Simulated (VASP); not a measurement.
# Ni (P6_3/mmc) in VASP: a series of runs

Runs on Ni. Level: PBE. Tasks: single point.

Program: VASP 6.6.1. These are calculated values, not measurements. Logs are shortened: lines on timing, memory, paths and dates and some standing lists are left out, and cuts for length are marked.

## 1. The cell of the first run

It takes space group P6_3/mmc (No. 194, hexagonal). The conventional cell has a = 2.485 Å, b = 2.485 Å, c = 4.085 Å, α = 90.00°, β = 90.00°, γ = 120.00°. Ni (site symmetry -6m2) has 12 Ni at 2.49 to 2.50 Å within 3.3 Å.

This isn't the form of Ni at room conditions, which is fcc.

## 2. Single point, PBE, collinear spin, ferromagnetic start

The input, INCAR:

```
SYSTEM = Ni
  PREC = Accurate
  ENCUT = 520
  EDIFF = 1E-6
  ISMEAR = -1
  SIGMA = 0.05
  LREAL = .False.
  LASPH = .True.
  NELM = 150
  ALGO = Normal
  ISIF = 2
  LWAVE = .False.
  LCHARG = .True.
  ISPIN = 2
  MAGMOM = 1.5 1.5
  LORBIT = 11
  LMAXMIX = 4
  GGA = PE
  LELF = .True.
  LVHAR = .True.
  NBANDS = 21
```

The input, KPOINTS:

```
regular mesh
0
Gamma
  15 15 8
  0 0 0
```

The input, POSCAR:

```
Ni
1.0
    2.4852366228      0.0000000000      0.0000000000
   -1.2426183114      2.1522780497      0.0000000000
    0.0000000000      0.0000000000      4.0851592179
Ni
2
Direct
    0.3333333333      0.6666666667      0.2500000000
    0.6666666667      0.3333333333      0.7500000000
```

Potentials or basis: VASP PAW PBE potentials, release 64 (Ni).

Run with:

```bash
$ cat potpaw_PBE.64/Ni/POTCAR > POTCAR
$ mpirun -np 1 vasp_std > vasp.out
```

OUTCAR:

```text
SYSTEM = Ni
   PREC = Accurate
   ENCUT = 520
   EDIFF = 1E-6
   ISMEAR = -1
   LREAL = .False.
   LASPH = .True.
   NELM = 150
   ISIF = 2
   ISPIN = 2
   LORBIT = 11
   GGA = PE

 ion  position               nearest neighbor table
   1  0.333  0.667  0.250-   2 2.50   2 2.50   2 2.50   2 2.50   2 2.50   2 2.50
   2  0.667  0.333  0.750-   1 2.50   1 2.50   1 2.50   1 2.50   1 2.50   1 2.50

  LATTYP: Found a hexagonal cell.
 ALAT       =     2.4852366228
 C/A-ratio  =     1.6437707301

  Lattice vectors:

 A1 = (   2.4852366228,   0.0000000000,   0.0000000000)
 A2 = (  -1.2426183114,   2.1522780497,   0.0000000000)
 A3 = (   0.0000000000,   0.0000000000,   4.0851592179)

Analysis of symmetry for initial positions (statically):
=====================================================================
 Subroutine PRICEL returns:
 Original cell was already a primitive cell.

 Routine SETGRP: Setting up the symmetry group for a
 hexagonal supercell.

 Subroutine GETGRP returns: Found 24 space group operations
 (whereof 12 operations were pure point group operations)
 out of a pool of 24 trial point group operations.

The static configuration has the point symmetry D_3d.
 The point group associated with its full space group is D_6h.

Analysis of symmetry for dynamics (positions and initial velocities):
=====================================================================
 Subroutine PRICEL returns:
 Original cell was already a primitive cell.

 Routine SETGRP: Setting up the symmetry group for a
 hexagonal supercell.

 Subroutine GETGRP returns: Found 24 space group operations
 (whereof 12 operations were pure point group operations)
 out of a pool of 24 trial point group operations.

The dynamic configuration has the point symmetry D_3d.
 The point group associated with its full space group is D_6h.

Analysis of structural, dynamic, and magnetic symmetry:
=====================================================================
 Subroutine PRICEL returns:
 Original cell was already a primitive cell.

 Routine SETGRP: Setting up the symmetry group for a
 hexagonal supercell.

 Subroutine GETGRP returns: Found 24 space group operations
 (whereof 12 operations were pure point group operations)
 out of a pool of 24 trial point group operations.

The overall configuration has the point symmetry D_3d.
 The point group associated with its full space group is D_6h.

 Subroutine INISYM returns: Found 24 space group operations
 (whereof 12 operations are pure point group operations),
 and found     1 'primitive' translations

----------------------------------------------------------------------------------------

                                     Primitive cell

  volume of cell :      21.8512

  direct lattice vectors                    reciprocal lattice vectors
     2.485236623  0.000000000  0.000000000     0.402376172  0.232311992  0.000000000
    -1.242618311  2.152278050  0.000000000     0.000000000  0.464623983  0.000000000
     0.000000000  0.000000000  4.085159218     0.000000000  0.000000000  0.244788501

  length of vectors
     2.485236623  2.485236623  4.085159218     0.464623983  0.464623983  0.244788501

  position of ions in fractional coordinates (direct lattice)
     0.333333333  0.666666667  0.250000000
     0.666666667  0.333333333  0.750000000

  ion indices of the primitive-cell ions
   primitive index   ion index
                 1           1
                 2           2

----------------------------------------------------------------------------------------

 KPOINTS: regular mesh

Automatic generation of k-mesh.
 Grid dimensions read from file:
 generate k-points for:   15   15    8

 Generating k-lattice:

  Cartesian coordinates                     Fractional coordinates (reciprocal lattice)
     0.026825078  0.015487466  0.000000000     0.066666667  0.000000000  0.000000000
     0.000000000  0.030974932  0.000000000     0.000000000  0.066666667  0.000000000
     0.000000000  0.000000000  0.030598563     0.000000000  0.000000000  0.125000000

  Length of vectors
     0.030974932  0.030974932  0.030598563

  Shift w.r.t. Gamma in fractional coordinates (k-lattice)
     0.000000000  0.000000000  0.000000000

 Subroutine IBZKPT returns following result:
 ===========================================

 Found    135 irreducible k-points:

 Following reciprocal coordinates:
            Coordinates               Weight
  0.000000  0.000000  0.000000      1.000000
  0.066667 -0.000000  0.000000      6.000000
  0.133333 -0.000000  0.000000      6.000000
  0.200000 -0.000000  0.000000      6.000000
  0.266667 -0.000000  0.000000      6.000000
  0.333333 -0.000000  0.000000      6.000000
[... 16 lines left out ...]
  0.333333  0.200000  0.000000     12.000000
  0.400000  0.200000  0.000000      6.000000
 [... further k-points ...]
   k-points           NKPTS =    135   k-points in BZ     NKDIM =    135   number of bands    NBANDS=     21
   number of dos      NEDOS =    301   number of ions     NIONS =      2
   total plane-waves  NPLWV =   9720
   dimension x,y,z NGX =    18 NGY =   18 NGZ =   30
   dimension x,y,z NGXF=    36 NGYF=   36 NGZF=   60
   ions per type =               2
   NGX,Y,Z   is equivalent  to a cutoff of  12.04, 12.04, 12.21 a.u.
   NGXF,Y,Z  is equivalent  to a cutoff of  24.08, 24.08, 24.42 a.u.
 SYSTEM =  Ni
   PREC   = accura    normal or accurate (medium, high low for compatibility)
   ISTART =      0    job   : 0-new  1-cont  2-samecut
   ICHARG =      2    charge: 1-file 2-atom 10-const
   ISPIN  =      2    spin polarized calculation?
   LNONCOLLINEAR =      F non collinear calculations
   LSORBIT =      F    spin-orbit coupling
   LASPH  =      T    aspherical Exc in radial PAW
   ENCUT  =  520.0 eV  38.22 Ry    6.18 a.u.   4.62  4.62  7.60*2*pi/ulx,y,z
   NELM   =    150;   NELMIN=  2; NELMDL= -5     # of ELM steps
   EDIFF  = 0.1E-05   stopping-criterion for ELM
   LREAL  =      F    real-space projection
[... 7 lines left out ...]
   TEBEG  =    0.0;   TEEND  =   0.0 temperature during run
   PSTRESS=    0.0 pullay stress
   NELECT =      20.0000    total number of electrons
   NUPDOWN=      -1.0000    fix difference up-down
   EMIN   =  10.00;   EMAX   =-10.00  energy-range for DOS
   EFERMI =   0.00;   METHOD = LEGACY
   ISMEAR =    -1;   SIGMA  =   0.05  broadening in eV -4-tet -1-fermi 0-gaus
   EFERMI_NEDOS =   21; number of points for ismear=-14 and -15
   IALGO  =     38    algorithm
   IMIX   =      4    mixing-type and parameters
     AMIX     =   0.40;   BMIX     =  1.00
     AMIX_MAG =   1.60;   BMIX_MAG =  1.00
  volume/ion in A,a.u.               =      10.93        73.73
  Fermi-wavevector in a.u.,A,eV,Ry     =   1.589497  3.003714 34.375142  2.526502
  Thomas-Fermi vector in A             =   2.688338
   LORBIT       =     11    0 simple, 1 ext, 2 COOP (PROOUT), +10 PAW based schemes
   GGA     = PE    functional components
   LHFCALC =     F    Hartree Fock is set to
   AEXX    =    0.0000 exact exchange contribution
   IVDW    =     0    specifies the selected vdW correction
   LEPSILON=     F    determine dielectric tensor
   LRPA    =     F    only Hartree local field effects (RPA)
 spin polarized calculation
  energy-cutoff  :      520.00
  volume of cell :       21.85
 maximum number of plane-waves:       605
   NGX =  9   NGY =  9   NGZ = 15

 number of electron      20.0000015 magnetization       1.2945014

 Free energy of the ion-electron system (eV)
  ---------------------------------------------------
  ext. energy  EPLUGINS =         0.00000000
  ---------------------------------------------------
  free energy    TOTEN  =       -10.90967437 eV

  energy without entropy =      -10.87542456  energy(sigma->0) =      -10.89254946

 E-fermi :   9.3420     XC(G=0): -13.2299

 val. band max:        9.3412112006   @ k =   0.4000  -0.0000   0.1250
 cond. band min:       9.3464675154   @ k =   0.4000   0.1333   0.1250
 fundamental gap:      0.0052563147
 Fermi energy:         9.3419682418

 spin component 1

 k-point     1 :       0.0000    0.0000    0.0000
  band No.  band energies     occupation
      1       0.3332      1.00000
      2       4.5094      1.00000
      3       6.8899      1.00000
      4       6.9962      1.00000
      5       6.9962      1.00000
      6       7.2574      1.00000
[... 13 lines left out ...]
     20      35.2633      0.00000
     21      39.7952      0.00000

 k-point     2 :       0.0667   -0.0000    0.0000
  band No.  band energies     occupation
      1       0.4880      1.00000
      2       4.6044      1.00000
      3       6.7973      1.00000
      4       7.0624      1.00000
      5       7.0709      1.00000
      6       7.2239      1.00000
[... 13 lines left out ...]
     20      37.6976      0.00000
     21      37.7417      0.00000

 k-point     3 :       0.1333   -0.0000    0.0000
  band No.  band energies     occupation
      1       0.9441      1.00000
      2       4.8615      1.00000
      3       6.6245      1.00000
      4       7.0586      1.00000
      5       7.0924      1.00000
      6       7.2533      1.00000
[... 13 lines left out ...]
     20      37.8457      0.00000
     21      38.6735      0.00000
[... 457 lines left out ...]
 k-point    23 :       0.3333    0.2000    0.0000
  band No.  band energies     occupation
      1       5.2493      1.00000
      2       5.4690      1.00000
      3       5.5128      1.00000
      4       6.1799      1.00000
      5       6.7471      1.00000
      6       7.0160      1.00000
[... 13 lines left out ...]
     20      38.1719      0.00000
     21      42.3522      0.00000

 k-point    24 :       0.4000    0.2000    0.0000
  band No.  band energies     occupation
      1       5.3719      1.00000
      2       5.4406      1.00000
      3       5.4617      1.00000
      4       6.3092      1.00000
      5       6.7791      1.00000
      6       6.9250      1.00000
[... 13 lines left out ...]
     20      38.0873      0.00000
     21      42.7097      0.00000

 [... further k-points ...]

 spin component 2

 k-point     1 :       0.0000    0.0000    0.0000
  band No.  band energies     occupation
      1       0.3042      1.00000
      2       4.9184      1.00000
      3       7.6090      1.00000
      4       7.6871      1.00000
      5       7.6871      1.00000
      6       7.9673      1.00000
[... 13 lines left out ...]
     20      35.3497      0.00000
     21      39.8661      0.00000

 k-point     2 :       0.0667   -0.0000    0.0000
  band No.  band energies     occupation
      1       0.4592      1.00000
      2       5.0199      1.00000
      3       7.4905      1.00000
      4       7.7562      1.00000
      5       7.7832      1.00000
      6       7.9299      1.00000
[... 13 lines left out ...]
     20      37.6243      0.00000
     21      37.7956      0.00000

 k-point     3 :       0.1333   -0.0000    0.0000
  band No.  band energies     occupation
      1       0.9165      1.00000
      2       5.2972      1.00000
      3       7.2918      1.00000
      4       7.4898      1.00000
      5       7.7899      1.00000
      6       7.9560      1.00000
[... 13 lines left out ...]
     20      37.9521      0.00000
     21      38.7611      0.00000
[... 457 lines left out ...]
 k-point    23 :       0.3333    0.2000    0.0000
  band No.  band energies     occupation
      1       5.5608      1.00000
      2       5.9744      1.00000
      3       6.0437      1.00000
      4       6.6071      1.00000
      5       7.3571      1.00000
      6       7.6185      1.00000
[... 13 lines left out ...]
     20      38.2467      0.00000
     21      42.2731      0.00000

 k-point    24 :       0.4000    0.2000    0.0000
  band No.  band energies     occupation
      1       5.7725      1.00000
      2       5.9513      1.00000
      3       5.9829      1.00000
      4       6.6972      1.00000
      5       7.3961      1.00000
      6       7.5137      1.00000
[... 13 lines left out ...]
     20      38.1640      0.00000
     21      42.6276      0.00000

 [... further k-points ...]

------------------------ aborting loop because EDIFF is reached ----------------------------------------

  FORCE on cell =-STRESS in cart. coord.  units (eV):
  Direction    XX          YY          ZZ          XY          YZ          ZX
  --------------------------------------------------------------------------------------
  -------------------------------------------------------------------------------------
  Total       -0.0044021     -0.0044021     -0.0228585     -0.0000000     -0.0000000      0.0000000
  in kB       -0.3227746     -0.3227746     -1.6760375     -0.0000000     -0.0000000      0.0000000
  external PRESSURE =      -0.7738623 kB  Pullay stress =       0.0000000 kB

 VOLUME and BASIS-vectors are now :
 -----------------------------------------------------------------------------
  energy-cutoff  :      520.00
  volume of cell :       21.85
      direct lattice vectors                 reciprocal lattice vectors
     2.485236623  0.000000000  0.000000000     0.402376172  0.232311992  0.000000000
    -1.242618311  2.152278050  0.000000000     0.000000000  0.464623983  0.000000000
     0.000000000  0.000000000  4.085159218     0.000000000  0.000000000  0.244788501

 POSITION                                       TOTAL-FORCE (eV/Angst)
 -----------------------------------------------------------------------------------
     -0.00000      1.43485      1.02129         0.000000      0.000000      0.000000
      1.24262      0.71743      3.06387        -0.000000     -0.000000      0.000000
 -----------------------------------------------------------------------------------
    total drift:                               -0.000000      0.000000     -0.000000

  FREE ENERGIE OF THE ION-ELECTRON SYSTEM (eV)
  ---------------------------------------------------
  free  energy   TOTEN  =       -10.9096743654 eV

  energy  without entropy=      -10.8754245639  energy(sigma->0) =      -10.89254946

 total charge

# of ion       s       p       d       tot
------------------------------------------
    1        0.495   0.493   8.314   9.303
    2        0.495   0.493   8.314   9.303
--------------------------------------------------
tot          0.991   0.987  16.629  18.606

 magnetization (x)

# of ion       s       p       d       tot
------------------------------------------
    1       -0.004  -0.024   0.688   0.659
    2       -0.004  -0.024   0.688   0.659
--------------------------------------------------
tot         -0.009  -0.049   1.375   1.318
```

Wall time 46 s (1 thread of Intel Xeon 6975P-C (Granite Rapids), shared host); peak memory 0.2 GiB.

Results:

* Free energy: -10.9097 eV
* Pressure: -0.1 GPa
* Net moment: 1.29 μB per cell
* Site moments: Ni +0.66 μB
* Valence electrons inside the program's atomic spheres: Ni 9.30

Levels at points of the mesh, in eV from the Fermi level:
Spin up:
```tsv
k point	band 8	band 9	band 10	band 11	band 12	band 13	band 14	band 15
(0.00, 0.00, 0.00)	-1.67	-1.67	-0.74	-0.74	-0.38	5.52	22.60	24.43
(0.00, 0.00, 0.50)	-2.38	-1.03	-1.03	-1.03	-1.03	14.19	14.19	23.32
```
Spin down:
| k point | band 7 | band 8 | band 9 | band 10 | band 11 | band 12 |
| --- | --- | --- | --- | --- | --- | --- |
| (0.00, 0.00, 0.00) | -1.37 | -0.97 | -0.97 | -0.43 | -0.01 | -0.01 |
| (0.00, 0.00, 0.50) | -1.70 | -1.70 | -0.29 | -0.29 | -0.29 | -0.29 |

(Part 1 of 2 ends here.)
